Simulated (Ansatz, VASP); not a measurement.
**One calculation of Mn3Cu, two programs**

```
Mn Cu
1.0
     3.48180    0.00000    0.00000
     0.00000    3.48180    0.00000
     0.00000    0.00000    3.48180
Mn Cu
3 1
Direct
  0.00000 0.50000 0.50000
  0.50000 0.00000 0.50000
  0.50000 0.50000 0.00000
  0.00000 0.00000 0.00000
```

Alike in both runs: functional PBEsol; k mesh 6 × 6 × 6; occupations gaussian, width 0.1 eV; collinear spin.

Ansatz relaxed the structure, and its values are those at the end. VASP's run is a single point on that final structure, the one shown.

|  | VASP | Ansatz |
| --- | --- | --- |
| version | VASP 6.6.1 | Ansatz 0.2.0 |
| potentials or method | VASP PAW PBE potentials, release 64 (Mn_pv, Cu), cutoff 520 eV | scalar-relativistic, plane waves, PAW |
| valence electrons in the cell | 50 | 64 |

VASP gave:

| Quantity | Value |
| --- | --- |
| gap on the k mesh at the Fermi level (eV) | none |
| pressure (GPa) | -0.2 |
| net moment per atom (μB) | 0.19 |
| size of the moment on the site where the two differ most (μB) | 0.26 |

Q: Which values does Ansatz return?

A: gap on the k mesh at the Fermi level (eV): none; pressure (GPa): -0.5; net moment per atom (μB): 0.18; size of the moment on the site where the two differ most (μB): 0.24.

VASP's potentials were made for PBE, not for PBEsol. Site moments also hang on the region over which each program counts them. A gap of «none» marks a metal or a gap that the smearing closes. With one functional, cell and mesh, what is left measures potentials, basis and numerics. VASP's potentials hold 50 valence electrons a cell and Ansatz's 64, so a difference there can come from the potentials and not from the codes.
